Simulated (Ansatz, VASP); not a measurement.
## TiAl5: VASP beside Ansatz

```
Al Ti
1.0
     3.42517    0.00000    0.00000
     0.00000    3.42517    0.00000
     0.00000    0.00000    8.33085
Al Ti
5 1
Direct
  0.00000 0.00000 0.99746
  0.50000 0.50000 0.16602
  0.00000 0.00000 0.33333
  0.50000 0.50000 0.50064
  0.00000 0.00000 0.66920
  0.50000 0.50000 0.83333
```

Alike in both runs: functional PBEsol; k mesh 12 × 12 × 4; occupations gaussian, width 0.1 eV; no spin polarisation.

Ansatz relaxed the structure, and its values are those at the end. VASP's run is a single point on that final structure, the one shown.

|  | VASP | Ansatz |
| --- | --- | --- |
| version | VASP 6.6.1 | Ansatz 0.2.0 |
| potentials or method | VASP PAW PBE potentials, release 64 (Al, Ti_sv), cutoff 520 eV | scalar-relativistic, plane waves, PAW |
| valence electrons in the cell | 27 | 27 |

Ansatz gave:

| Property | Result |
| --- | --- |
| gap on the k mesh at the Fermi level (eV) | none |
| pressure (GPa) | 0.0 |

**Question.** Which values does VASP return?

**Answer.** gap on the k mesh at the Fermi level (eV): none; pressure (GPa): 0.1.

VASP's potentials were made for PBE, not for PBEsol. A gap of «none» marks a metal or a gap that the smearing closes.
